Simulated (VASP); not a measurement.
Wanted: the native input for a VASP 6.6.1 run.

* Task: single point
* Functional: r2SCAN
* Potentials or basis: VASP PAW PBE potentials, release 64 (Cu, Sb)
* Cutoff: 520 eV
* k mesh: 12 × 12 × 12
* Occupations: gaussian, width 0.05 eV
* Spin: no spin polarisation
* Dipole correction: no
* Further INCAR settings: ALGO = Normal; EDIFF = 1e-06; NBANDS = 15

Crystal: CuSb.

```
Cu Sb
1.0
     0.00000    2.70034    2.70034
     2.70034    0.00000    2.70034
     2.70034    2.70034    0.00000
Cu Sb
1 1
Direct
  0.50000 0.50000 0.50000
  0.00000 0.00000 0.00000
```

One way to write it, as run:

POSCAR

```
CuSb
1.0
    0.0000000000      2.7003439334      2.7003439334
    2.7003439334      0.0000000000      2.7003439334
    2.7003439334      2.7003439334      0.0000000000
Cu Sb
1 1
Direct
    0.5000000000      0.5000000000      0.5000000000
    0.0000000000      0.0000000000      0.0000000000
```

INCAR.step1

```
SYSTEM = CuSb
  ALGO = Normal
  EDIFF = 1E-4
  ENCUT = 520
  GGA = PE
  ISMEAR = 0
  LASPH = .TRUE.
  LCHARG = .FALSE.
  LREAL = .FALSE.
  LWAVE = .TRUE.
  NBANDS = 15
  NELM = 100
  PREC = Accurate
  SIGMA = 0.05
```

INCAR.step2

```
SYSTEM = CuSb
  ALGO = Normal
  EDIFF = 1E-6
  ENCUT = 520
  ISIF = 2
  ISMEAR = 0
  ISTART = 1
  LASPH = .TRUE.
  LCHARG = .TRUE.
  LELF = .TRUE.
  LMIXTAU = .TRUE.
  LREAL = .FALSE.
  LVHAR = .TRUE.
  LWAVE = .FALSE.
  METAGGA = R2SCAN
  NBANDS = 15
  NELM = 100
  PREC = Accurate
  SIGMA = 0.05
```

KPOINTS

```
k-points
0
G
  12 12 12
  0 0 0
```

Potentials or basis: VASP PAW PBE potentials, release 64 (Cu, Sb).

Command:

```console
$ cat potpaw_PBE.64/Cu/POTCAR potpaw_PBE.64/Sb/POTCAR > POTCAR
$ cp INCAR.step1 INCAR
$ mpirun -np 1 vasp_std > vasp.out
$ cp INCAR.step2 INCAR
$ mpirun -np 1 vasp_std > vasp.out
```

Results of the run:

- Pressure: -0.8 GPa
- Band gap on the k mesh: zero (band 8 reaches 10.38 eV, above the bottom of band 9 at 5.28 eV)

Caveat: the PAW data sets were made with another functional, which shifts forces and pressure a little; spin-orbit coupling is left out, which moves the levels of the heavy elements.

Run time: 110 s on 1 thread of Intel(R) Xeon(R) Platinum 8488C (Sapphire Rapids) (shared host), peak memory 0.19 GiB.
